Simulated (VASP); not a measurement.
A run of VASP 6.6.1 is set up as follows.

The input POSCAR:

```
SrO
1.0
   -0.0074460814      2.7848344294      2.7848344294
    2.7848344294     -0.0074460814      2.7848344294
    2.7848344294      2.7848344294     -0.0074460814
Sr O
1 1
Direct
   -0.0002431778     -0.0002431778     -0.0002431778
    0.2502431778      0.2502431778      0.2502431778
```

The input INCAR.step1:

```
SYSTEM = SrO
PREC = Accurate
ENCUT = 520
EDIFF = 1E-5
ISMEAR = 0
SIGMA = 0.01
LREAL = .FALSE.
LASPH = .TRUE.
NELM = 100
ALGO = Normal
ISIF = 2
LWAVE = .TRUE.
LCHARG = .FALSE.
GGA = PE
NBANDS = 15
```

The input INCAR.step2:

```
SYSTEM = SrO
PREC = Accurate
ENCUT = 520
EDIFF = 1E-7
ISMEAR = 0
SIGMA = 0.01
LREAL = .FALSE.
LASPH = .TRUE.
NELM = 100
ALGO = Normal
ISIF = 2
LWAVE = .FALSE.
LCHARG = .FALSE.
GGA = PE
LHFCALC = .TRUE.
HFSCREEN = 0.2079
PRECFOCK = Normal
ISTART = 1
NBANDS = 15
```

The input KPOINTS:

```
regular mesh
0
G
  6 6 6
  0 0 0
```

Potentials or basis: VASP PAW PBE potentials, release 64 (Sr_sv, O).

Command:

```bash
$ cat potpaw_PBE.64/Sr_sv/POTCAR potpaw_PBE.64/O/POTCAR > POTCAR
$ cp INCAR.step1 INCAR
$ mpirun -np 1 vasp_std > vasp.out
$ cp INCAR.step2 INCAR
$ mpirun -np 1 vasp_std > vasp.out
```

Question: What does it give for the band gap on the k mesh?

Answer: 3.87 eV (least direct gap 4.75 eV).

Question: What does it give for the pressure?

Answer: 0.4 GPa.

Stress tensor (GPa, compression positive):
```
0.40 0.07 0.07
0.07 0.40 0.07
0.07 0.07 0.40
```

Caveat: the cell differs from its parent crystal (strain along [111] -0.4%); the structure was generated, so it needn't be the stable form of SrO; the PAW data sets were made with another functional, which shifts forces and pressure a little. A k mesh can miss the band edges.
